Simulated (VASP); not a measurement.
Sn, 2 atoms in the cell. Symmetry: Fd-3m, No. 227, cubic system. The conventional cell has a = 6.491 Å, b = 6.491 Å, c = 6.491 Å, α = 90.00°, β = 90.00°, γ = 90.00°. Sn (site symmetry -43m) has 4 Sn at 2.81 Å within 3.7 Å. 

| Item | Value |
| --- | --- |
| Program | VASP 6.6.1 |
| Task | single point |
| Functional | r2SCAN |
| Potentials or basis | VASP PAW PBE potentials, release 64 (Sn_d) |
| Cutoff | 520 eV |
| k mesh | 6 × 6 × 6 |
| Occupations | gaussian, width 0.1 eV |
| Spin | no spin polarisation |
| Dipole correction | no |
| Further INCAR settings | ALGO = Normal; EDIFF = 1e-06; NBANDS = 21 |

Potentials or basis: VASP PAW PBE potentials, release 64 (Sn_d).

Command:

```sh
$ cat potpaw_PBE.64/Sn_d/POTCAR > POTCAR
$ cp INCAR.step1 INCAR
$ mpirun -np 1 vasp_std > vasp.out
$ cp INCAR.step2 INCAR
$ mpirun -np 1 vasp_std > vasp.out
```

Hardware: 1 thread of Intel(R) Xeon(R) Platinum 8375C CPU @ 2.90GHz (Ice Lake), with other jobs on the host.

Problem. Estimate the wall time of this run.

Solution. It took 50 s on 1 thread of Intel(R) Xeon(R) Platinum 8375C CPU @ 2.90GHz (Ice Lake), on a shared host, peak memory 0.21 GiB. Counts: k points 16.
